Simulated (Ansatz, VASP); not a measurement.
## One calculation of BAs, two programs

The input INCAR:

```
  ALGO = Normal
  EDIFF = 1E-6
  ENCUT = 500
  GGA = PS
  GGA_COMPAT = False
  ISIF = 2
  ISMEAR = 0
  LASPH = True
  LCHARG = False
  LREAL = False
  LWAVE = False
  NBANDS = 11
  NELM = 120
  PREC = Accurate
  SIGMA = 0.1
```

File KPOINTS:

```
k-points
0
Gamma
  6 6 6
```

File POSCAR:

```
BAs
1.0
    0.0000000000      2.3850000000      2.3850000000
    2.3850000000      0.0000000000      2.3850000000
    2.3850000000      2.3850000000      0.0000000000
B As
1 1
Direct
    0.0000000000      0.0000000000      0.0000000000
    0.2500000000      0.2500000000      0.2500000000
```

Input for Ansatz:

```yaml
crystal:
  lattice:
    - [0.0, 2.385, 2.385]
    - [2.385, 0.0, 2.385]
    - [2.385, 2.385, 0.0]
  atoms:
    - { symbol: B, position: [0.0, 0.0, 0.0] }
    - { symbol: As, position: [0.25, 0.25, 0.25] }
basis:
  ecutwfc: 420
kpoints:
  mp_grid: { grid: [6, 6, 6] }
hamiltonian:
  xc: pbesol
  pseudopotentials: { kind: paw, azcp: { folder: soft_1 } }
scf:
  occupations: { method: gaussian, width: 0.1 }
output:
  forces: true
  stress: true
  eigenvalues: true
```

Alike in both runs: task single point; functional PBEsol; k mesh 6 × 6 × 6; occupations gaussian, width 0.1 eV; no spin polarisation.

|  | VASP | Ansatz |
| --- | --- | --- |
| version | VASP 6.6.1 | Ansatz 0.2.0 |
| potentials or method | VASP PAW PBE potentials, release 64 (B, As), cutoff 500 eV | scalar-relativistic, plane waves, PAW |
| valence electrons in the cell | 8 | 18 |

|  | VASP | Ansatz | Ansatz less VASP |
| --- | --- | --- | --- |
| gap on the k mesh at the Fermi level (eV) | 1.18 | 1.19 | +0.009 |
| least direct gap on the mesh (eV) | 3.24 | 3.25 | +0.003 |
| pressure (GPa) | 0.7 | -0.2 | -0.89 |

VASP's potentials were made for PBE, not for PBEsol, and Ansatz warns of the same on its side. VASP's potentials hold 8 valence electrons a cell and Ansatz's 18, so a difference there can come from the potentials and not from the codes.
